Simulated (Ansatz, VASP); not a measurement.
## One calculation of Pb, two programs

The input INCAR:

```
SYSTEM = Pb
PREC = Accurate ; ENCUT = 520
EDIFF = 1E-6 ; ISMEAR = -1
SIGMA = 0.05 ; LREAL = .FALSE.
LASPH = .TRUE. ; NELM = 80
ALGO = Normal ; ISIF = 2
LWAVE = .FALSE. ; LCHARG = .TRUE.
GGA = CA ; LELF = .TRUE.
LVHAR = .TRUE. ; NBANDS = 21
```

KPOINTS

```
Automatic mesh
0
G
  7 7 7
  0 0 0
```

Contents of POSCAR:

```
Pb
1.0
    0.0000000000      3.3925213842      3.3925213842
    3.3925213842      0.0000000000      3.3925213842
    3.3925213842      3.3925213842      0.0000000000
Pb
2
Direct
    0.2500000000      0.2500000000      0.2500000000
    0.0000000000      0.0000000000      0.0000000000
```

File input.yaml:

```yaml
crystal:
  lattice:
    - [0.0, 3.3925213842, 3.3925213842]
    - [3.3925213842, 0.0, 3.3925213842]
    - [3.3925213842, 3.3925213842, 0.0]
  atoms:
    - { symbol: Pb, position: [0.25, 0.25, 0.25] }
    - { symbol: Pb, position: [0.0, 0.0, 0.0] }
kpoints:
  mp_grid: { grid: [7, 7, 7] }
scf:
  occupations: { method: fermi_dirac, width: 0.05 }
hamiltonian:
  xc: lda
  pseudopotentials: { kind: all_electron, lapw: { basis_error: 0.001 } }
output:
  forces: true
  stress: true
  eigenvalues: true
```

Change from the starting cell: volume scaled by 0.96.

Alike in both runs: task single point; functional LDA; k mesh 7 × 7 × 7; occupations fermi-dirac, width 0.05 eV; no spin polarisation.

```csv
,VASP,Ansatz
version,VASP 6.6.1,Ansatz 0.2.0
potentials or method,"VASP PAW LDA potentials, release 64 (Pb_d), cutoff 520 eV","all-electron LAPW, scalar-relativistic"
```

|  | VASP | Ansatz | Ansatz less VASP |
| --- | --- | --- | --- |
| gap on the k mesh at the Fermi level (eV) | none | none | - |
| pressure (GPa) | 0.7 | 0.7 | -0.02 |

LDA's correlation is that of Perdew and Zunger in VASP and of Perdew and Wang (1992) in Ansatz. A gap of «none» marks a metal or a gap that the smearing closes. Ansatz ran all-electron here, and VASP with PAW potentials.

Spin-orbit coupling is off throughout.
